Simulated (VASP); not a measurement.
# TiO2 (P4_2nm) in VASP: notebook

TiO2 is run at these levels: PBE; tasks: single point.

Everything below comes from runs of VASP 6.6.1. Logs are shortened: lines on timing, memory, paths and dates and some standing lists are left out, and cuts for length are marked.

## Step 1: The cell of the first run

It takes space group P4_2nm (No. 102, tetragonal). The conventional cell has a = 4.643 Å, b = 4.643 Å, c = 2.964 Å, α = 90.00°, β = 90.00°, γ = 90.00°. Within 2.6 Å of Ti (site symmetry 2mm) lie 6 O at 1.94 to 2.00 Å. O (site symmetry m) has 3 Ti at 1.94 to 2.00 Å and 1 O at 2.56 Å within 2.6 Å.

## Step 2: Single point, PBE (atoms displaced along a vibrational mode)

INCAR

```
  PREC = Accurate
  ENCUT = 520
  EDIFF = 1E-6
  ISMEAR = 0
  SIGMA = 0.05
  LREAL = False
  LASPH = True
  NELM = 80
  ALGO = Normal
  ISIF = 2
  LWAVE = False
  LCHARG = False
  GGA = PE
  NBANDS = 33
```

KPOINTS

```
Automatic mesh
0
Gamma
  6 6 10
```

POSCAR

```
TiO2
1.0
    4.6433998164      0.0000000000      0.0000000000
    0.0000000000      4.6433998164      0.0000000000
    0.0000000000      0.0000000000      2.9638636888
Ti O
2 4
Direct
    0.0000000000      0.0000000000      0.0039244396
    0.5000000000      0.5000000000      0.5039244396
    0.3050970583      0.3050970583     -0.0058707153
    0.1949029417      0.8050970583      0.4941292847
    0.6949029417      0.6949029417     -0.0058707153
    0.8050970583      0.1949029417      0.4941292847
```

Potentials or basis: VASP PAW PBE potentials, release 64 (Ti_sv, O).

Run with:

```bash
cat potpaw_PBE.64/Ti_sv/POTCAR potpaw_PBE.64/O/POTCAR > POTCAR
mpirun -np 1 vasp_std > vasp.out
```

OUTCAR:

```text
PREC = Accurate
   ENCUT = 520
   EDIFF = 1E-6
   ISMEAR = 0
   LREAL = False
   LASPH = True
   NELM = 80
   ISIF = 2
   GGA = PE

 ion  position               nearest neighbor table
   1  0.000  0.000  0.004-   4 1.94   6 1.94   4 1.98   6 1.98   5 2.00   3 2.00
   2  0.500  0.500  0.504-   3 1.94   5 1.94   3 1.98   5 1.98   4 2.00   6 2.00
   3  0.305  0.305  0.994-   2 1.94   2 1.98   1 2.00
   4  0.195  0.805  0.494-   1 1.94   1 1.98   2 2.00
   5  0.695  0.695  0.994-   2 1.94   2 1.98   1 2.00
   6  0.805  0.195  0.494-   1 1.94   1 1.98   2 2.00

  LATTYP: Found a simple tetragonal cell.
 ALAT       =     4.6433998164
 C/A-ratio  =     0.6382960344

  Lattice vectors:

 A1 = (   4.6433998164,   0.0000000000,   0.0000000000)
 A2 = (   0.0000000000,   4.6433998164,   0.0000000000)
 A3 = (   0.0000000000,   0.0000000000,   2.9638636888)

Analysis of symmetry for initial positions (statically):
=====================================================================
 Subroutine PRICEL returns:
 Original cell was already a primitive cell.

 Routine SETGRP: Setting up the symmetry group for a
 simple tetragonal supercell.

 Subroutine GETGRP returns: Found  8 space group operations
 (whereof  4 operations were pure point group operations)
 out of a pool of 16 trial point group operations.

The static configuration has the point symmetry C_2v.
 The point group associated with its full space group is C_4v.

Analysis of symmetry for dynamics (positions and initial velocities):
=====================================================================
 Subroutine PRICEL returns:
 Original cell was already a primitive cell.

 Routine SETGRP: Setting up the symmetry group for a
 simple tetragonal supercell.

 Subroutine GETGRP returns: Found  8 space group operations
 (whereof  4 operations were pure point group operations)
 out of a pool of 16 trial point group operations.

The dynamic configuration has the point symmetry C_2v.
 The point group associated with its full space group is C_4v.

 Subroutine INISYM returns: Found  8 space group operations
 (whereof  4 operations are pure point group operations),
 and found     1 'primitive' translations

----------------------------------------------------------------------------------------

                                     Primitive cell

  volume of cell :      63.9043

  direct lattice vectors                    reciprocal lattice vectors
     4.643399816  0.000000000  0.000000000     0.215359443  0.000000000  0.000000000
     0.000000000  4.643399816  0.000000000     0.000000000  0.215359443  0.000000000
     0.000000000  0.000000000  2.963863689     0.000000000  0.000000000  0.337397433

  length of vectors
     4.643399816  4.643399816  2.963863689     0.215359443  0.215359443  0.337397433

  position of ions in fractional coordinates (direct lattice)
     0.000000000  0.000000000  0.003924440
     0.500000000  0.500000000  0.503924440
     0.305097058  0.305097058  0.994129285
     0.194902942  0.805097058  0.494129285
     0.694902942  0.694902942  0.994129285
     0.805097058  0.194902942  0.494129285

  ion indices of the primitive-cell ions
   primitive index   ion index
                 1           1
                 2           2
                 3           3
                 4           4
                 5           5
                 6           6

----------------------------------------------------------------------------------------

 KPOINTS: Automatic mesh

Automatic generation of k-mesh.
 Grid dimensions read from file:
 generate k-points for:    6    6   10

 Generating k-lattice:

  Cartesian coordinates                     Fractional coordinates (reciprocal lattice)
     0.035893241  0.000000000  0.000000000     0.166666667  0.000000000  0.000000000
     0.000000000  0.035893241  0.000000000     0.000000000  0.166666667  0.000000000
     0.000000000  0.000000000  0.033739743     0.000000000  0.000000000  0.100000000

  Length of vectors
     0.035893241  0.035893241  0.033739743

  Shift w.r.t. Gamma in fractional coordinates (k-lattice)
     0.000000000  0.000000000  0.000000000

 Subroutine IBZKPT returns following result:
 ===========================================

 Found     60 irreducible k-points:

 Following reciprocal coordinates:
            Coordinates               Weight
  0.000000  0.000000  0.000000      1.000000
  0.166667  0.000000  0.000000      4.000000
  0.333333  0.000000  0.000000      4.000000
  0.500000  0.000000  0.000000      2.000000
  0.166667  0.166667  0.000000      4.000000
  0.333333  0.166667  0.000000      8.000000
[... 16 lines left out ...]
  0.333333  0.000000  0.200000      8.000000
  0.500000  0.000000  0.200000      4.000000
 [... further k-points ...]
   k-points           NKPTS =     60   k-points in BZ     NKDIM =     60   number of bands    NBANDS=     33
   number of dos      NEDOS =    301   number of ions     NIONS =      6
   total plane-waves  NPLWV =  31104
   dimension x,y,z NGX =    36 NGY =   36 NGZ =   24
   dimension x,y,z NGXF=    72 NGYF=   72 NGZF=   48
   ions per type =               2   4
   NGX,Y,Z   is equivalent  to a cutoff of  12.89, 12.89, 13.46 a.u.
   NGXF,Y,Z  is equivalent  to a cutoff of  25.78, 25.78, 26.92 a.u.
 SYSTEM =  unknown system
   PREC   = accura    normal or accurate (medium, high low for compatibility)
   ISTART =      0    job   : 0-new  1-cont  2-samecut
   ICHARG =      2    charge: 1-file 2-atom 10-const
   ISPIN  =      1    spin polarized calculation?
   LNONCOLLINEAR =      F non collinear calculations
   LSORBIT =      F    spin-orbit coupling
   LASPH  =      T    aspherical Exc in radial PAW
   ENCUT  =  520.0 eV  38.22 Ry    6.18 a.u.   8.63  8.63  5.51*2*pi/ulx,y,z
   NELM   =     80;   NELMIN=  2; NELMDL= -5     # of ELM steps
   EDIFF  = 0.1E-05   stopping-criterion for ELM
   LREAL  =      F    real-space projection
   EDIFFG = 0.1E-04   stopping-criterion for IOM
   NSW    =      0    number of steps for IOM
   IBRION =     -1    ionic relax: 0-MD 1-quasi-New 2-CG
   NFREE  =      0    steps in history (QN), initial steepest desc. (CG)
   ISIF   =      2    stress and relaxation
   ISYM   =      2    0-nonsym 1-usesym 2-fastsym
   POTIM  = 0.5000    time-step for ionic-motion
   TEBEG  =    0.0;   TEEND  =   0.0 temperature during run
   PSTRESS=    0.0 pullay stress
   NELECT =      48.0000    total number of electrons
   NUPDOWN=      -1.0000    fix difference up-down
   EMIN   =  10.00;   EMAX   =-10.00  energy-range for DOS
   EFERMI =   0.00;   METHOD = LEGACY
   ISMEAR =     0;   SIGMA  =   0.05  broadening in eV -4-tet -1-fermi 0-gaus
   EFERMI_NEDOS =   21; number of points for ismear=-14 and -15
   IALGO  =     38    algorithm
   IMIX   =      4    mixing-type and parameters
     AMIX     =   0.40;   BMIX     =  1.00
     AMIX_MAG =   1.60;   BMIX_MAG =  1.00
  volume/ion in A,a.u.               =      10.65        71.87
  Fermi-wavevector in a.u.,A,eV,Ry     =   1.488145  2.812185 30.131111  2.214574
  Thomas-Fermi vector in A             =   2.601216
   LORBIT       =      0    0 simple, 1 ext, 2 COOP (PROOUT), +10 PAW based schemes
   GGA     = PE    functional components
   LHFCALC =     F    Hartree Fock is set to
   AEXX    =    0.0000 exact exchange contribution
   IVDW    =     0    specifies the selected vdW correction
   LEPSILON=     F    determine dielectric tensor
   LRPA    =     F    only Hartree local field effects (RPA)
 non-spin polarized calculation
 Gauss-broadening in eV      SIGMA  =   0.05
  energy-cutoff  :      520.00
  volume of cell :       63.90
 maximum number of plane-waves:      1748
 NGX is ok and might be reduce to    36
   NGX = 17   NGY = 17   NGZ = 11

 number of electron      48.0000024 magnetization

 Free energy of the ion-electron system (eV)
  ---------------------------------------------------
  ext. energy  EPLUGINS =         0.00000000
  ---------------------------------------------------
  free energy    TOTEN  =       -53.67658405 eV

  energy without entropy =      -53.67658405  energy(sigma->0) =      -53.67658405

 E-fermi :   4.9078     XC(G=0): -11.2838

 val. band max:        4.5728992425   @ k =   0.0000   0.0000   0.0000
 cond. band min:       6.4327863838   @ k =   0.0000   0.0000   0.0000
 fundamental gap:      1.8598871413
 Fermi energy:         4.9077881851

 k-point     1 :       0.0000    0.0000    0.0000
  band No.  band energies     occupation
      1     -52.3773      2.00000
      2     -52.3625      2.00000
      3     -28.6650      2.00000
      4     -28.6650      2.00000
      5     -28.5147      2.00000
      6     -28.5147      2.00000
[... 25 lines left out ...]
     32      11.0449      0.00000
     33      11.0449      0.00000

 k-point     2 :       0.1667    0.0000    0.0000
  band No.  band energies     occupation
      1     -52.3763      2.00000
      2     -52.3635      2.00000
      3     -28.6573      2.00000
      4     -28.6566      2.00000
      5     -28.5240      2.00000
      6     -28.5233      2.00000
[... 25 lines left out ...]
     32      10.9557      0.00000
     33      10.9799      0.00000

 k-point     3 :       0.3333    0.0000    0.0000
  band No.  band energies     occupation
      1     -52.3736      2.00000
      2     -52.3662      2.00000
      3     -28.6370      2.00000
      4     -28.6353      2.00000
      5     -28.5470      2.00000
      6     -28.5453      2.00000
[... 25 lines left out ...]
     32      10.7674      0.00000
     33      10.8344      0.00000

 k-point     4 :       0.5000    0.0000    0.0000
  band No.  band energies     occupation
      1     -52.3699      2.00000
      2     -52.3699      2.00000
      3     -28.6202      2.00000
      4     -28.6202      2.00000
      5     -28.5630      2.00000
      6     -28.5630      2.00000
[... 673 lines left out ...]
     32      10.3485      0.00000
     33      10.5692      0.00000

 k-point    23 :       0.3333    0.0000    0.2000
  band No.  band energies     occupation
      1     -52.3596      2.00000
      2     -52.3535      2.00000
      3     -28.6358      2.00000
      4     -28.6176      2.00000
      5     -28.5987      2.00000
      6     -28.5863      2.00000
[... 25 lines left out ...]
     32       9.9554      0.00000
     33      10.5800      0.00000

 k-point    24 :       0.5000    0.0000    0.2000
  band No.  band energies     occupation
      1     -52.3565      2.00000
      2     -52.3565      2.00000
      3     -28.6285      2.00000
      4     -28.6285      2.00000
      5     -28.5825      2.00000
      6     -28.5825      2.00000
[... 25 lines left out ...]
     32       9.7525      0.00000
     33      10.9294      0.00000

 [... further k-points ...]

------------------------ aborting loop because EDIFF is reached ----------------------------------------

  FORCE on cell =-STRESS in cart. coord.  units (eV):
  Direction    XX          YY          ZZ          XY          YZ          ZX
  --------------------------------------------------------------------------------------
  -------------------------------------------------------------------------------------
  Total        0.2527050      0.2527050      0.4063352      0.0000000      0.0000000      0.0000000
  in kB        6.3356924      6.3356924     10.1874295      0.0000000      0.0000000      0.0000000
  external PRESSURE =       7.6196048 kB  Pullay stress =       0.0000000 kB

 VOLUME and BASIS-vectors are now :
 -----------------------------------------------------------------------------
  energy-cutoff  :      520.00
  volume of cell :       63.90
      direct lattice vectors                 reciprocal lattice vectors
     4.643399816  0.000000000  0.000000000     0.215359443  0.000000000  0.000000000
     0.000000000  4.643399816  0.000000000     0.000000000  0.215359443  0.000000000
     0.000000000  0.000000000  2.963863689     0.000000000  0.000000000  0.337397433

 POSITION                                       TOTAL-FORCE (eV/Angst)
 -----------------------------------------------------------------------------------
      0.00000      0.00000      0.01163         0.000000      0.000000      0.009779
      2.32170      2.32170      1.49356         0.000000      0.000000      0.009779
      1.41669      1.41669      2.94646        -0.023596     -0.023596     -0.004890
      0.90501      3.73839      1.46453         0.023596     -0.023596     -0.004890
      3.22671      3.22671      2.94646         0.023596      0.023596     -0.004890
      3.73839      0.90501      1.46453        -0.023596      0.023596     -0.004890
 -----------------------------------------------------------------------------------
    total drift:                               -0.000000      0.000000     -0.000301

  FREE ENERGIE OF THE ION-ELECTRON SYSTEM (eV)
  ---------------------------------------------------
  free  energy   TOTEN  =       -53.6765840479 eV

  energy  without entropy=      -53.6765840479  energy(sigma->0) =      -53.67658405
```

Run time: 2.8 min. Hardware: 1 thread of Intel Xeon 8259CL, shared host; peak memory 0.24 GiB.

Results:

```
Free energy            : -53.6766 eV
Pressure               : 0.8 GPa
Largest force          : 0.034 eV/Å
Band gap on the k mesh : 1.86 eV
```

Forces on the atoms (eV/Å):
```
Ti   0.000  0.000  0.010
Ti   0.000  0.000  0.010
O   -0.024 -0.024 -0.005
O    0.024 -0.024 -0.005
O    0.024  0.024 -0.005
O   -0.024  0.024 -0.005
```

Caveat: the cell differs from its parent crystal (atoms displaced along a vibrational mode).

## Step 3: Single point, PBE (atoms displaced along a vibrational mode)

INCAR

```
ALGO = Normal
EDIFF = 1E-6
ENCUT = 520
GGA = PE
ISIF = 2
ISMEAR = 0
LASPH = T
LCHARG = F
LREAL = F
LWAVE = F
NBANDS = 33
NELM = 80
PREC = Accurate
SIGMA = 0.05
```

KPOINTS

```
k-points
0
Gamma
  6 6 10
```

POSCAR

```
TiO2
1.0
    4.6433998164      0.0000000000      0.0000000000
    0.0000000000      4.6433998164      0.0000000000
    0.0000000000      0.0000000000      2.9638636888
Ti O
2 4
Direct
    0.0000000000      0.0000000000      0.0117733187
    0.5000000000      0.5000000000      0.5117733187
    0.3050970583      0.3050970583     -0.0176121460
    0.1949029417      0.8050970583      0.4823878540
    0.6949029417      0.6949029417     -0.0176121460
    0.8050970583      0.1949029417      0.4823878540
```

Potentials or basis: VASP PAW PBE potentials, release 64 (Ti_sv, O).

Run with:

```bash
cat potpaw_PBE.64/Ti_sv/POTCAR potpaw_PBE.64/O/POTCAR > POTCAR
mpirun -np 1 vasp_std > vasp.out
```

Wall time 2.5 min (1 thread of Intel Xeon 8259CL, shared host); peak memory 0.24 GiB.

Results (log left out):

```
Free energy            : -53.6763 eV
Pressure               : 1.7 GPa
Largest force          : 0.108 eV/Å
Band gap on the k mesh : 1.98 eV (least direct gap 2.06 eV)
```

Forces in eV/Å, atoms in the order of the input:
```
Ti   0.000  0.000 -0.035
Ti   0.000  0.000 -0.035
O   -0.075 -0.075  0.017
O    0.075 -0.075  0.017
O    0.075  0.075  0.017
O   -0.075  0.075  0.017
```

Stress tensor (GPa, compression positive):
```
1.40 0.00 0.00
0.00 1.40 0.00
0.00 0.00 2.25
```

Levels at points of the mesh, in eV from the valence-band top:
| k point | band 20 | band 21 | band 22 | band 23 | band 24 | band 25 | band 26 | band 27 | band 28 | band 29 |
| --- | --- | --- | --- | --- | --- | --- | --- | --- | --- | --- |
| (0.00, 0.00, 0.00) | -1.90 | -0.77 | -0.49 | -0.49 | 0.00 | 2.06 | 2.27 | 2.48 | 2.64 | 2.64 |
| (0.50, 0.00, 0.00) | -2.83 | -1.52 | -1.52 | -0.70 | -0.70 | 2.42 | 2.42 | 3.20 | 3.20 | 3.59 |
| (0.50, 0.50, 0.00) | -2.10 | -1.31 | -1.31 | -1.07 | -1.07 | 2.06 | 2.06 | 2.63 | 2.63 | 3.84 |
| (0.00, 0.00, 0.50) | -2.75 | -2.22 | -2.22 | -1.37 | -1.37 | 2.97 | 2.97 | 3.24 | 3.24 | 3.66 |
| (0.50, 0.00, 0.50) | -2.32 | -1.94 | -1.94 | -0.99 | -0.99 | 1.98 | 1.98 | 3.26 | 3.26 | 3.89 |
| (0.50, 0.50, 0.50) | -2.72 | -1.38 | -1.02 | -0.64 | -0.64 | 2.33 | 2.91 | 3.22 | 3.22 | 3.25 |

Caveat: the cell differs from its parent crystal (atoms displaced along a vibrational mode).

## Step 4: Single point, PBE (atoms displaced along a vibrational mode)

INCAR

```
  ALGO = Normal
  EDIFF = 1E-7
  ENCUT = 520
  GGA = PE
  ISIF = 2
  ISMEAR = 0
  LASPH = True
  LCHARG = False
  LREAL = False
  LWAVE = False
  NBANDS = 33
  NELM = 100
  PREC = Accurate
  SIGMA = 0.05
```

KPOINTS is that of step 3.

POSCAR

```
TiO2
1.0
    4.6433998164      0.0000000000      0.0000000000
    0.0000000000      4.6433998164      0.0000000000
    0.0000000000      0.0000000000      2.9638636888
Ti O
2 4
Direct
    0.0000000000      0.0000000000      0.0156977583
    0.5000000000      0.5000000000      0.5156977583
    0.3050970583      0.3050970583     -0.0234828613
    0.1949029417      0.8050970583      0.4765171387
    0.6949029417      0.6949029417     -0.0234828613
    0.8050970583      0.1949029417      0.4765171387
```

Run with:

```bash
cat potpaw_PBE.64/Ti_sv/POTCAR potpaw_PBE.64/O/POTCAR > POTCAR
mpirun -np 1 vasp_std > vasp.out
```

Run time: 3 min. Hardware: 1 thread of Intel Xeon 8259CL, shared host; peak memory 0.24 GiB.

The run converged. Its results:

* Free energy: -53.6721 eV
* Pressure: 2.5 GPa
* Largest force: 0.184 eV/Å
* Band gap on the k mesh: 2.05 eV (least direct gap 2.22 eV)

Forces in eV/Å, atoms in the order of the input:
```
Ti   0.000  0.000 -0.118
Ti   0.000  0.000 -0.118
O   -0.123 -0.123  0.059
O    0.123 -0.123  0.059
O    0.123  0.123  0.059
O   -0.123  0.123  0.059
```

Stress tensor (GPa, compression positive):
```
2.07 0.00 0.00
0.00 2.07 0.00
0.00 0.00 3.33
```

Levels at points of the mesh, in eV from the valence-band top:
| k point | band 21 | band 22 | band 23 | band 24 | band 25 | band 26 | band 27 | band 28 |
| --- | --- | --- | --- | --- | --- | --- | --- | --- |
| (0.00, 0.00, 0.00) | -0.84 | -0.53 | -0.53 | 0.00 | 2.22 | 2.38 | 2.54 | 2.76 |
| (0.50, 0.00, 0.00) | -1.50 | -1.50 | -0.70 | -0.70 | 2.42 | 2.42 | 3.35 | 3.35 |
| (0.50, 0.50, 0.00) | -1.36 | -1.36 | -1.09 | -1.09 | 2.21 | 2.21 | 2.73 | 2.73 |
| (0.00, 0.00, 0.50) | -2.21 | -2.21 | -1.34 | -1.34 | 3.04 | 3.04 | 3.32 | 3.32 |
| (0.50, 0.00, 0.50) | -1.90 | -1.90 | -0.99 | -0.99 | 2.06 | 2.06 | 3.34 | 3.34 |
| (0.50, 0.50, 0.50) | -1.43 | -0.96 | -0.61 | -0.61 | 2.31 | 3.08 | 3.28 | 3.28 |

Caveat: the cell differs from its parent crystal (atoms displaced along a vibrational mode).

## Step 5: Overview

| cell | gap on the mesh (eV) | pressure (GPa) | largest force (eV/Å) |
| --- | --- | --- | --- |
| as given, atomic positions A | 1.86 | 0.8 | 0.03 |
| as given, atomic positions B | 1.98 | 1.7 | 0.11 |
| as given, atomic positions C | 2.05 | 2.5 | 0.18 |

Alike in all rows: task single point; level PBE; potentials or basis VASP PAW PBE potentials, release 64 (Ti_sv, O); no spin polarisation; k mesh 6 × 6 × 10; cutoff (eV) 520; smearing gaussian 0.05 eV.

Absolute energies hang on the potentials; compare differences alone.
